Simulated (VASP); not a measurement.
# Mo in VASP: a series of runs

Aim: see how the results for Mo move with the level of theory and the settings. Levels: HSE06, PBE0, PBEsol+D4, PBE-based screened hybrid. Tasks: single point.

Everything below comes from runs of VASP 6.6.1. Logs are shortened: lines on timing, memory, paths and dates and some standing lists are left out, and cuts for length are marked.

### Step 1. The cell of the first run

It takes space group Im-3m (No. 229, cubic). Conventional cell: a = 3.189 Å, b = 3.189 Å, c = 3.189 Å, α = 90.00°, β = 90.00°, γ = 90.00°. Mo (site symmetry m-3m) has 14 Mo at 2.76 to 3.19 Å within 3.6 Å.

### Step 2. Single point, HSE06

Input file POSCAR:

```
Mo
1.0
   -1.5942980787      1.5942980787      1.5942980787
    1.5942980787     -1.5942980787      1.5942980787
    1.5942980787      1.5942980787     -1.5942980787
Mo
1
Direct
    0.0000000000      0.0000000000      0.0000000000
```

Input file INCAR.step1:

```
  PREC = Accurate
  ENCUT = 520
  EDIFF = 1E-5
  ISMEAR = -1
  SIGMA = 0.05
  LREAL = False
  LASPH = True
  NELM = 80
  ALGO = Normal
  ISIF = 2
  LWAVE = True
  LCHARG = False
  GGA = PE
  NBANDS = 13
```

Input file INCAR.step2:

```
  PREC = Accurate
  ENCUT = 520
  EDIFF = 1E-6
  ISMEAR = -1
  SIGMA = 0.05
  LREAL = False
  LASPH = True
  NELM = 80
  ALGO = Normal
  ISIF = 2
  LWAVE = False
  LCHARG = False
  GGA = PE
  LHFCALC = True
  HFSCREEN = 0.2079
  PRECFOCK = Normal
  ISTART = 1
  NBANDS = 13
```

Input file KPOINTS:

```
regular mesh
0
Gamma
  8 8 8
```

Potentials or basis: VASP PAW PBE potentials, release 64 (Mo_sv).

Command:

```
cat potpaw_PBE.64/Mo_sv/POTCAR > POTCAR
cp INCAR.step1 INCAR
mpirun -np 1 vasp_std > vasp.out
cp INCAR.step2 INCAR
mpirun -np 1 vasp_std > vasp.out
```

OUTCAR:

```text
PREC = Accurate
   ENCUT = 520
   EDIFF = 1E-6
   ISMEAR = -1
   LREAL = False
   LASPH = True
   NELM = 80
   ISIF = 2
   GGA = PE
   LHFCALC = True
   HFSCREEN = 0.2079
   PRECFOCK = Normal
   ISTART = 1

 ion  position               nearest neighbor table
   1  0.000  0.000  0.000-

  LATTYP: Found a body centered cubic cell.
 ALAT       =     3.1885961574

  Lattice vectors:

 A1 = (  -1.5942980787,   1.5942980787,   1.5942980787)
 A2 = (   1.5942980787,  -1.5942980787,   1.5942980787)
 A3 = (   1.5942980787,   1.5942980787,  -1.5942980787)

Analysis of symmetry for initial positions (statically):
=====================================================================
 Subroutine PRICEL returns:
 Original cell was already a primitive cell.

 Routine SETGRP: Setting up the symmetry group for a
 body centered cubic supercell.

 Subroutine GETGRP returns: Found 48 space group operations
 (whereof 48 operations were pure point group operations)
 out of a pool of 48 trial point group operations.

The static configuration has the point symmetry O_h .

Analysis of symmetry for dynamics (positions and initial velocities):
=====================================================================
 Subroutine PRICEL returns:
 Original cell was already a primitive cell.

 Routine SETGRP: Setting up the symmetry group for a
 body centered cubic supercell.

 Subroutine GETGRP returns: Found 48 space group operations
 (whereof 48 operations were pure point group operations)
 out of a pool of 48 trial point group operations.

The dynamic configuration has the point symmetry O_h .

 Subroutine INISYM returns: Found 48 space group operations
 (whereof 48 operations are pure point group operations),
 and found     1 'primitive' translations

----------------------------------------------------------------------------------------

                                     Primitive cell

  volume of cell :      16.2095

  direct lattice vectors                    reciprocal lattice vectors
    -1.594298079  1.594298079  1.594298079     0.000000000  0.313617639  0.313617639
     1.594298079 -1.594298079  1.594298079     0.313617639  0.000000000  0.313617639
     1.594298079  1.594298079 -1.594298079     0.313617639  0.313617639  0.000000000

  length of vectors
     2.761405275  2.761405275  2.761405275     0.443522319  0.443522319  0.443522319

  position of ions in fractional coordinates (direct lattice)
     0.000000000  0.000000000  0.000000000

  ion indices of the primitive-cell ions
   primitive index   ion index
                 1           1

----------------------------------------------------------------------------------------

 KPOINTS: regular mesh

Automatic generation of k-mesh.
 Grid dimensions read from file:
 generate k-points for:    8    8    8

 Generating k-lattice:

  Cartesian coordinates                     Fractional coordinates (reciprocal lattice)
     0.000000000  0.039202205  0.039202205     0.125000000  0.000000000  0.000000000
     0.039202205  0.000000000  0.039202205     0.000000000  0.125000000  0.000000000
     0.039202205  0.039202205  0.000000000     0.000000000  0.000000000  0.125000000

  Length of vectors
     0.055440290  0.055440290  0.055440290

  Shift w.r.t. Gamma in fractional coordinates (k-lattice)
     0.000000000  0.000000000  0.000000000

 Subroutine IBZKPT returns following result:
 ===========================================

 Found     29 irreducible k-points:

 Following reciprocal coordinates:
            Coordinates               Weight
  0.000000  0.000000  0.000000      1.000000
  0.125000  0.000000  0.000000     12.000000
  0.250000  0.000000  0.000000     12.000000
  0.375000  0.000000  0.000000     12.000000
  0.500000  0.000000  0.000000      6.000000
  0.125000  0.125000  0.000000     24.000000
[... 16 lines left out ...]
 -0.250000  0.250000  0.250000      6.000000
 -0.375000  0.375000  0.250000     24.000000
 [... further k-points ...]
   k-points           NKPTS =     29   k-points in BZ     NKDIM =    512   number of bands    NBANDS=     13
   number of dos      NEDOS =    301   number of ions     NIONS =      1
   total plane-waves  NPLWV =  13824
   dimension x,y,z NGX =    24 NGY =   24 NGZ =   24
   dimension x,y,z NGXF=    48 NGYF=   48 NGZF=   48
   ions per type =               1
   NGX,Y,Z   is equivalent  to a cutoff of  14.45, 14.45, 14.45 a.u.
   NGXF,Y,Z  is equivalent  to a cutoff of  28.90, 28.90, 28.90 a.u.
 SYSTEM =  unknown system
   PREC   = accura    normal or accurate (medium, high low for compatibility)
   ISTART =      1    job   : 0-new  1-cont  2-samecut
   ICHARG =      0    charge: 1-file 2-atom 10-const
   ISPIN  =      1    spin polarized calculation?
   LNONCOLLINEAR =      F non collinear calculations
   LSORBIT =      F    spin-orbit coupling
   LASPH  =      T    aspherical Exc in radial PAW
   ENCUT  =  520.0 eV  38.22 Ry    6.18 a.u.   5.13  5.13  5.13*2*pi/ulx,y,z
   NELM   =     80;   NELMIN=  2; NELMDL=  0     # of ELM steps
   EDIFF  = 0.1E-05   stopping-criterion for ELM
   LREAL  =      F    real-space projection
   EDIFFG = 0.1E-04   stopping-criterion for IOM
   NSW    =      0    number of steps for IOM
   IBRION =     -1    ionic relax: 0-MD 1-quasi-New 2-CG
   NFREE  =      0    steps in history (QN), initial steepest desc. (CG)
   ISIF   =      2    stress and relaxation
   ISYM   =      3    0-nonsym 1-usesym 2-fastsym
   POTIM  = 0.5000    time-step for ionic-motion
   TEBEG  =    0.0;   TEEND  =   0.0 temperature during run
   PSTRESS=    0.0 pullay stress
   NELECT =      14.0000    total number of electrons
   NUPDOWN=      -1.0000    fix difference up-down
   EMIN   =  10.00;   EMAX   =-10.00  energy-range for DOS
   EFERMI =   0.00;   METHOD = LEGACY
   ISMEAR =    -1;   SIGMA  =   0.05  broadening in eV -4-tet -1-fermi 0-gaus
   EFERMI_NEDOS =   21; number of points for ismear=-14 and -15
   IALGO  =     38    algorithm
   IMIX   =      1    mixing-type and parameters
     AMIX     =   0.40;   BMIX     =  1.00
     AMIX_MAG =   1.60;   BMIX_MAG =  1.00
  volume/ion in A,a.u.               =      16.21       109.39
  Fermi-wavevector in a.u.,A,eV,Ry     =   1.559055  2.946186 33.071018  2.430651
  Thomas-Fermi vector in A             =   2.662469
   LORBIT       =      0    0 simple, 1 ext, 2 COOP (PROOUT), +10 PAW based schemes
   GGA     = PE    functional components
   LHFCALC =     T    Hartree Fock is set to
   PRECFOCK=normal    Normal, Fast or Accurate (Low or Medium for compatibility)
   ENCUT4O =  -1.0   cutoff for four orbital integrals eV
   NKREDX  =     1    reduce k-point grid by
   NKREDY  =     1    reduce k-point grid by
   NKREDZ  =     1    reduce k-point grid by
   AEXX    =    0.2500 exact exchange contribution
   HFSCREEN=    0.2079 screening length (either q_TF or 0.3 A-1)
   HFSCREENC=   0.2079 screening length for correlation (either q_TF or 0.3 A-1)
   ENCUTFOCK=  -1.0 apply spherical cutoff to Coloumb kernel
   IVDW    =     0    specifies the selected vdW correction
   LEPSILON=     F    determine dielectric tensor
   LRPA    =     F    only Hartree local field effects (RPA)
 non-spin polarized calculation
  energy-cutoff  :      520.00
  volume of cell :       16.21
 maximum number of plane-waves:       466
 NGX is ok and might be reduce to    24
  NGX = 16; NGY = 16; NGZ = 16

 number of electron      14.0000000 magnetization

 Free energy of the ion-electron system (eV)
  ---------------------------------------------------
  ext. energy  EPLUGINS =         0.00000000
  ---------------------------------------------------
  free energy    TOTEN  =       -12.85329749 eV

  energy without entropy =      -12.85279251  energy(sigma->0) =      -12.85304500

 E-fermi :  11.7699     XC(G=0): -10.7677

 val. band max:       11.5677695192   @ k =   0.3750   0.0000   0.0000
 cond. band min:      12.0083369504   @ k =  -0.2500   0.2500   0.1250
 fundamental gap:      0.4405674312
 Fermi energy:        11.7699473510

 k-point     1 :       0.0000    0.0000    0.0000
  band No.  band energies     occupation
      1     -53.6331      2.00000
      2     -25.4388      2.00000
      3     -25.4388      2.00000
      4     -25.4388      2.00000
      5       3.6355      2.00000
      6      10.2894      2.00000
      7      10.2894      2.00000
      8      10.2894      2.00000
      9      14.2775      0.00000
     10      14.2775      0.00000
     11      27.5681      0.00000
     12      27.5681      0.00000
     13      27.5681      0.00000

 k-point     2 :       0.1250    0.0000    0.0000
  band No.  band energies     occupation
      1     -53.5957      2.00000
      2     -25.6621      2.00000
      3     -25.5068      2.00000
      4     -25.4377      2.00000
      5       4.3491      2.00000
      6       9.8823      2.00000
      7      10.2054      2.00000
      8      11.0373      2.00000
      9      13.7655      0.00000
     10      14.2695      0.00000
     11      27.9929      0.00000
     12      28.7173      0.00000
     13      28.7252      0.00000

 k-point     3 :       0.2500    0.0000    0.0000
  band No.  band energies     occupation
      1     -53.5045      2.00000
      2     -26.1804      2.00000
      3     -25.6663      2.00000
      4     -25.4354      2.00000
      5       5.8242      2.00000
      6       9.0174      2.00000
      7      10.0553      2.00000
      8      13.0437      0.00000
      9      13.5657      0.00000
     10      14.3651      0.00000
     11      27.5188      0.00000
     12      28.7964      0.00000
     13      31.7646      0.00000

 k-point     4 :       0.3750    0.0000    0.0000
  band No.  band energies     occupation
      1     -53.4119      2.00000
      2     -26.6737      2.00000
      3     -25.8200      2.00000
      4     -25.4335      2.00000
      5       6.1475      2.00000
      6       8.2732      2.00000
      7      11.5678      1.96553
      8      14.0405      0.00000
      9      14.6423      0.00000
     10      15.5901      0.00000
     11      25.5263      0.00000
     12      25.8143      0.00000
     13      32.0817      0.00000

 k-point     5 :       0.5000    0.0000    0.0000
  band No.  band energies     occupation
      1     -53.3731      2.00000
      2     -26.8715      2.00000
      3     -25.8822      2.00000
      4     -25.4328      2.00000
      5       5.9423      2.00000
      6       7.9917      2.00000
      7      13.1519      0.00000
      8      14.1731      0.00000
      9      14.8261      0.00000
     10      17.0018      0.00000
     11      24.0040      0.00000
     12      24.5789      0.00000
     13      29.8947      0.00000
[... 257 lines left out ...]
 k-point    22 :       0.2500    0.2500    0.2500
  band No.  band energies     occupation
      1     -53.3528      2.00000
      2     -26.1551      2.00000
      3     -26.1551      2.00000
      4     -26.1551      2.00000
      5       8.7269      2.00000
      6       8.7269      2.00000
      7       8.7269      2.00000
      8      14.9947      0.00000
      9      14.9947      0.00000
     10      21.9480      0.00000
     11      24.0033      0.00000
     12      24.0033      0.00000
     13      24.0033      0.00000

 k-point    23 :      -0.2500    0.2500    0.2500
  band No.  band energies     occupation
      1     -53.3942      2.00000
      2     -26.1996      2.00000
      3     -25.9121      2.00000
      4     -25.9121      2.00000
      5       7.5297      2.00000
      6       9.2919      2.00000
      7      11.1553      1.99999
      8      11.1554      1.99999
      9      12.8197      0.00000
     10      15.8925      0.00000
     11      27.8927      0.00000
     12      31.0397      0.00000
     13      31.1877      0.00000

 k-point    24 :      -0.3750    0.3750    0.2500
  band No.  band energies     occupation
      1     -53.3152      2.00000
      2     -26.4905      2.00000
      3     -26.0789      2.00000
      4     -25.9491      2.00000
      5       7.6147      2.00000
      6       8.2466      2.00000
      7      11.1254      1.99999
      8      12.1773      0.00058
      9      15.0225      0.00000
     10      17.3069      0.00000
     11      26.2955      0.00000
     12      28.3279      0.00000
     13      29.5657      0.00000

 [... further k-points ...]
[... 5 lines left out ...]
  --------------------------------------------------------------------------------------
  -------------------------------------------------------------------------------------
  Total       -1.1427441     -1.1427441     -1.1427441     -0.0000000     -0.0000000      0.0000000
  in kB     -112.9512459   -112.9512459   -112.9512459     -0.0000000     -0.0000000      0.0000000
  external PRESSURE =    -112.9512459 kB  Pullay stress =       0.0000000 kB

 VOLUME and BASIS-vectors are now :
 -----------------------------------------------------------------------------
  energy-cutoff  :      520.00
  volume of cell :       16.21
      direct lattice vectors                 reciprocal lattice vectors
    -1.594298079  1.594298079  1.594298079     0.000000000  0.313617639  0.313617639
     1.594298079 -1.594298079  1.594298079     0.313617639  0.000000000  0.313617639
     1.594298079  1.594298079 -1.594298079     0.313617639  0.313617639  0.000000000

 POSITION                                       TOTAL-FORCE (eV/Angst)
 -----------------------------------------------------------------------------------
      0.00000      0.00000      0.00000        -0.000000     -0.000000     -0.000000
 -----------------------------------------------------------------------------------
    total drift:                                0.000000      0.000000      0.000000

  FREE ENERGIE OF THE ION-ELECTRON SYSTEM (eV)
  ---------------------------------------------------
  free  energy   TOTEN  =       -12.8532974936 eV

  energy  without entropy=      -12.8527925141  energy(sigma->0) =      -12.85304500
```

Run time: 32 min. Hardware: 1 thread of Intel Xeon Platinum 8375C at 2.90GHz (Ice Lake), shared host; peak memory 0.25 GiB.

What came out:

* Free energy: -12.8533 eV
* Pressure: -11.3 GPa
* Band gap on the k mesh: zero (band 7 reaches 16.20 eV, above the bottom of band 8 at 10.29 eV)

Caveat: the PAW data sets were made with another functional, which shifts forces and pressure a little.

### Step 3. Single point, PBE0

This run uses another cell than the first one, of 16.85 Å³/atom, 1.039 times its volume.

Input file POSCAR:

```
Mo
1.0
   -1.6148719360      1.6148719360      1.6148719360
    1.6148719360     -1.6148719360      1.6148719360
    1.6148719360      1.6148719360     -1.6148719360
Mo
1
Direct
    0.0000000000      0.0000000000      0.0000000000
```

Input file INCAR.step1:

```
ALGO = Normal
EDIFF = 1E-5
ENCUT = 520
GGA = PE
ISIF = 2
ISMEAR = -1
LASPH = T
LREAL = F
LWAVE = T
NBANDS = 13
NELM = 60
PREC = Accurate
SIGMA = 0.05
```

Input file INCAR.step2:

```
AEXX = 0.25
ALGO = Normal
EDIFF = 1E-6
ENCUT = 520
GGA = PE
ISIF = 2
ISMEAR = -1
ISTART = 1
LASPH = T
LCHARG = T
LELF = T
LHFCALC = T
LREAL = F
LVHAR = T
LWAVE = F
NBANDS = 13
NELM = 60
PREC = Accurate
PRECFOCK = Normal
SIGMA = 0.05
```

Input file KPOINTS:

```
k-points
0
Gamma
  8 8 8
```

Potentials or basis: VASP PAW PBE potentials, release 64 (Mo_sv).

Command:

```
cat potpaw_PBE.64/Mo_sv/POTCAR > POTCAR
cp INCAR.step1 INCAR
mpirun -np 1 vasp_std > vasp.out
cp INCAR.step2 INCAR
mpirun -np 1 vasp_std > vasp.out
```

Run time: 30 min. Hardware: 1 thread of Intel Xeon Platinum 8375C at 2.90GHz (Ice Lake), shared host; peak memory 0.16 GiB.

It converged, with:

* Free energy: -13.9778 eV
* Pressure: -19.9 GPa
* Band gap on the k mesh: zero (band 7 reaches 15.78 eV, above the bottom of band 8 at 9.39 eV)

Levels at points of the mesh, in eV from the Fermi level:
| k point | band 5 | band 6 | band 7 | band 8 | band 9 | band 10 |
| --- | --- | --- | --- | --- | --- | --- |
| (0.00, 0.00, 0.00) | -8.40 | -1.77 | -1.77 | -1.77 | 2.87 | 2.87 |
| (0.50, 0.00, 0.00) | -5.99 | -3.98 | 1.43 | 2.74 | 3.33 | 5.36 |
| (0.50, 0.50, 0.50) | -5.80 | -5.80 | 4.63 | 4.63 | 4.63 | 9.71 |

Caveat: the PAW data sets were made with another functional, which shifts forces and pressure a little.

[end of part 1 of 2]
